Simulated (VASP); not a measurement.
# NaH (Fm-3m) in VASP: notebook, part 2 of 2

VASP 6.6.1. The steps go on from the part before.

## (6) Single point, PBEsol

Input file INCAR:

```
PREC = Accurate ; ENCUT = 500
EDIFF = 1E-6 ; ISMEAR = 0
SIGMA = 0.01 ; LREAL = False
LASPH = True ; NELM = 120
ALGO = Normal ; ISIF = 2
LWAVE = False ; LCHARG = False
GGA = PS ; ISYM = 0
NBANDS = 11 ; GGA_COMPAT = False
```

Input file KPOINTS:

```
Automatic mesh
0
Gamma
  6 6 6
```

Input file POSCAR:

```
NaH
1.0
    0.0000000000      2.3975116422      2.3975116422
    2.3975116422      0.0000000000      2.3975116422
    2.3975116422      2.3975116422      0.0000000000
Na H
1 1
Direct
    0.0000000000      0.0000000000      0.0000000000
    0.5000000000      0.5000000000      0.5000000000
```

Potentials or basis: VASP PAW PBE potentials, release 64 (Na_pv, H).

Started as:

```
$ cat potpaw_PBE.64/Na_pv/POTCAR potpaw_PBE.64/H/POTCAR > POTCAR
$ mpirun -np 1 vasp_std > vasp.out
```

OUTCAR:

```text
PREC = Accurate
   ENCUT = 500
   EDIFF = 1E-6
   ISMEAR = 0
   LREAL = False
   LASPH = True
   NELM = 120
   ISIF = 2
   GGA = PS
   ISYM = 0

 ion  position               nearest neighbor table
   1  0.000  0.000  0.000-
   2  0.500  0.500  0.500-

IMPORTANT INFORMATION: All symmetrisations will be switched off!
NOSYMM: (Re-)initialisation of all symmetry stuff for point group C_1.

----------------------------------------------------------------------------------------

                                     Primitive cell

  volume of cell :      27.5621

  direct lattice vectors                    reciprocal lattice vectors
     0.000000000  2.397511642  2.397511642    -0.208549561  0.208549561  0.208549561
     2.397511642  0.000000000  2.397511642     0.208549561 -0.208549561  0.208549561
     2.397511642  2.397511642  0.000000000     0.208549561  0.208549561 -0.208549561

  length of vectors
     3.390593480  3.390593480  3.390593480     0.361218435  0.361218435  0.361218435

  position of ions in fractional coordinates (direct lattice)
     0.000000000  0.000000000  0.000000000
     0.500000000  0.500000000  0.500000000

  ion indices of the primitive-cell ions
   primitive index   ion index
                 1           1
                 2           2

----------------------------------------------------------------------------------------

 KPOINTS: Automatic mesh

Automatic generation of k-mesh.
 Grid dimensions read from file:
 generate k-points for:    6    6    6

 Generating k-lattice:

  Cartesian coordinates                     Fractional coordinates (reciprocal lattice)
    -0.034758260  0.034758260  0.034758260     0.166666667  0.000000000  0.000000000
     0.034758260 -0.034758260  0.034758260     0.000000000  0.166666667  0.000000000
     0.034758260  0.034758260 -0.034758260     0.000000000  0.000000000  0.166666667

[... 76 lines left out ...]
     AMIX_MAG =   1.60;   BMIX_MAG =  1.00
  volume/ion in A,a.u.               =      13.78        93.00
  Fermi-wavevector in a.u.,A,eV,Ry     =   1.083929  2.048328 15.985508  1.174902
  Thomas-Fermi vector in A             =   2.220007
   LORBIT       =      0    0 simple, 1 ext, 2 COOP (PROOUT), +10 PAW based schemes
   GGA     = PS    functional components
   LHFCALC =     F    Hartree Fock is set to
   AEXX    =    0.0000 exact exchange contribution
   IVDW    =     0    specifies the selected vdW correction
   LEPSILON=     F    determine dielectric tensor
   LRPA    =     F    only Hartree local field effects (RPA)
 non-spin polarized calculation
 Gauss-broadening in eV      SIGMA  =   0.01
  energy-cutoff  :      500.00
  volume of cell :       27.56
 maximum number of plane-waves:       725
 NGX is ok and might be reduce to    28
   NGX = 13   NGY = 13   NGZ = 13

 number of electron       7.9999992 magnetization

 Free energy of the ion-electron system (eV)
  ---------------------------------------------------
  ext. energy  EPLUGINS =         0.00000000
  ---------------------------------------------------
  free energy    TOTEN  =        -5.08580454 eV

  energy without entropy =       -5.08580454  energy(sigma->0) =       -5.08580454

 E-fermi :  -0.9855     XC(G=0):  -7.9702

 val. band max:       -1.0674977522   @ k =   0.5000   0.1667  -0.3333
 cond. band min:       2.5819147015   @ k =   0.5000   0.5000   0.5000
 fundamental gap:      3.6494124538
 Fermi energy:        -0.9855326795

 k-point     1 :       0.0000    0.0000    0.0000
  band No.  band energies     occupation
      1     -22.9782      2.00000
      2     -22.9782      2.00000
      3     -22.9782      2.00000
      4      -4.8103      2.00000
      5       9.6015      0.00000
      6      14.5514      0.00000
      7      14.5514      0.00000
      8      14.5514      0.00000
      9      15.5576      0.00000
     10      15.5576      0.00000
     11      15.5576      0.00000
[... 309 lines left out ...]
 k-point    24 :       0.3333    0.3333    0.1667
  band No.  band energies     occupation
      1     -23.0414      2.00000
      2     -22.9947      2.00000
      3     -22.9945      2.00000
      4      -3.1418      2.00000
      5       5.6436      0.00000
      6       8.8254      0.00000
      7      11.1649      0.00000
      8      13.0207      0.00000
      9      14.9119      0.00000
     10      17.7075      0.00000
     11      19.0060      0.00000

 [... further k-points ...]
[... 5 lines left out ...]
  --------------------------------------------------------------------------------------
  -------------------------------------------------------------------------------------
  Total       -0.0191628     -0.0191590     -0.0191680     -0.0000123     -0.0000097     -0.0000095
  in kB       -1.1139303     -1.1137055     -1.1142287     -0.0007133     -0.0005626     -0.0005515
  external PRESSURE =      -1.1139548 kB  Pullay stress =       0.0000000 kB

 VOLUME and BASIS-vectors are now :
 -----------------------------------------------------------------------------
  energy-cutoff  :      500.00
  volume of cell :       27.56
      direct lattice vectors                 reciprocal lattice vectors
     0.000000000  2.397511642  2.397511642    -0.208549561  0.208549561  0.208549561
     2.397511642  0.000000000  2.397511642     0.208549561 -0.208549561  0.208549561
     2.397511642  2.397511642  0.000000000     0.208549561  0.208549561 -0.208549561

 POSITION                                       TOTAL-FORCE (eV/Angst)
 -----------------------------------------------------------------------------------
      0.00000      0.00000      0.00000        -0.000000     -0.000000      0.000000
      2.39751      2.39751      2.39751         0.000000      0.000000     -0.000000
 -----------------------------------------------------------------------------------
    total drift:                                0.000000      0.000001     -0.000000

  FREE ENERGIE OF THE ION-ELECTRON SYSTEM (eV)
  ---------------------------------------------------
  free  energy   TOTEN  =        -5.0858045436 eV

  energy  without entropy=       -5.0858045436  energy(sigma->0) =       -5.08580454
```

OSZICAR:

```text
N       E                     dE             d eps       ncg     rms          rms(c)
DAV:   1     0.363312001404E+02    0.36331E+02   -0.44752E+03  2491   0.724E+02
DAV:   2    -0.419877292699E+01   -0.40530E+02   -0.39861E+02  2566   0.192E+02
DAV:   3    -0.545596828444E+01   -0.12572E+01   -0.12558E+01  2945   0.324E+01
DAV:   4    -0.546418761088E+01   -0.82193E-02   -0.82186E-02  2858   0.262E+00
DAV:   5    -0.546425589590E+01   -0.68285E-04   -0.68284E-04  2845   0.244E-01    0.292E+00
DAV:   6    -0.516589553654E+01    0.29836E+00   -0.29677E-01  2999   0.327E+00    0.136E+00
DAV:   7    -0.508343630584E+01    0.82459E-01   -0.27095E-01  2746   0.228E+00    0.323E-01
DAV:   8    -0.508581246208E+01   -0.23762E-02   -0.66143E-03  2806   0.976E-01    0.624E-02
DAV:   9    -0.508581436231E+01   -0.19002E-05   -0.64751E-04  2898   0.309E-01    0.180E-02
DAV:  10    -0.508580374900E+01    0.10613E-04   -0.36595E-05  2760   0.415E-02    0.279E-03
DAV:  11    -0.508580454356E+01   -0.79457E-06   -0.11899E-06  2803   0.612E-03
   1 F= -.50858045E+01 E0= -.50858045E+01  d E =-.208449E-32
```

stdout:

```text
POSCAR found type information on POSCAR NaH
 POSCAR found :  2 types and       2 ions
 scaLAPACK will be used
 -----------------------------------------------------------------------------
|                                                                             |
|                                                                             |
|     You enforced a specific xc type in the INCAR file but a different       |
|     I HOPE YOU KNOW WHAT YOU ARE DOING!                                     |
|                                                                             |
 -----------------------------------------------------------------------------

 LDA part: xc-table for (Slater+PW92), standard interpolation
 POSCAR, INCAR and KPOINTS ok, starting setup
 FFT: planning ... GRIDC
 FFT: planning ... GRID_SOFT
 FFT: planning ... GRID
 WAVECAR not read
 entering main loop
```

Wall time 44 s (1 thread of AMD EPYC 7R43 (Zen 3), shared host); peak memory 0.13 GiB.

What came out:

- Free energy: -5.0858 eV
- Pressure: -0.1 GPa
- Band gap on the k mesh: 3.65 eV, indirect (least direct gap 4.51 eV)

Caveat: the PAW data sets were made with another functional, which shifts forces and pressure a little. PBEsol gaps usually lie below the measured ones, often by a third to a half.

## (7) The runs side by side

```csv
level,potentials or basis,cutoff (eV),smearing,gap on the mesh (eV),pressure (GPa)
PBEsol,"VASP PAW PBE potentials, release 64 (Na_pv, H)",500,gaussian 0.01 eV,3.65,-0.1
LDA,"VASP PAW LDA potentials, release 64 (Na_pv, H)",500,gaussian 0.01 eV,3.49,-1.7
PBEsol,"VASP PAW PBE potentials, release 64 (Na_pv, H)",500,methfessel-paxton 0.001 eV,3.65,-0.1
r2SCAN,"VASP PAW PBE potentials, release 64 (Na_pv, H)",550,gaussian 0.01 eV,4.46,-0.3
```

Alike in all rows: task single point; no spin polarisation; cell as given; k mesh 6 × 6 × 6.

Caveats: the PAW data sets were made with another functional, which shifts forces and pressure a little (some runs).

Total energies depend on the potentials used, so only differences within one code and one set of settings carry meaning.
